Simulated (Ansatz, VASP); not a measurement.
## One calculation of SrTiO3, two programs

```xyz
5
Lattice="3.7986 0.0000 0.0000 0.0000 3.7986 0.0000 0.0000 0.0000 4.2120" Properties=species:S:1:pos:R:3 pbc="T T T"
Sr    0.0104    0.0000    0.0000
Ti    1.9483    1.8993    2.1060
O    -0.0741    1.8993    2.1060
O     1.8346    0.0000    2.1060
O     1.8346    1.8993    0.0000
```

Change from the starting cell: mode 1 frozen in at -0.077 Å, strain +e along z and -e/2 along x and y +0.0700.

Alike in both runs: task single point; functional PBE; k mesh 8 × 8 × 8; occupations gaussian, width 0.05 eV; no spin polarisation.

|  | VASP | Ansatz |
| --- | --- | --- |
| version | VASP 6.6.1 | Ansatz 0.2.0 |
| potentials or method | VASP PAW PBE potentials, release 64 (Sr_sv, Ti_sv, O), cutoff 520 eV | scalar-relativistic, plane waves, PAW |
| valence electrons in the cell | 40 | 40 |

```csv
,VASP,Ansatz,Ansatz less VASP
gap on the k mesh at the Fermi level (eV),1.78,1.82,+0.039
least direct gap on the mesh (eV),2.34,2.37,+0.025
pressure (GPa),5.4,4.8,-0.61
"traceless stress, the component that is largest in VASP (GPa)",-14.67,-14.39,+0.274
rms of the force components (eV/Å),0.344,0.317,-0.0270
```

Atom by atom the forces differ by 0.028 eV/Å (rms over components). With one functional, cell and mesh, what is left measures potentials, basis and numerics.
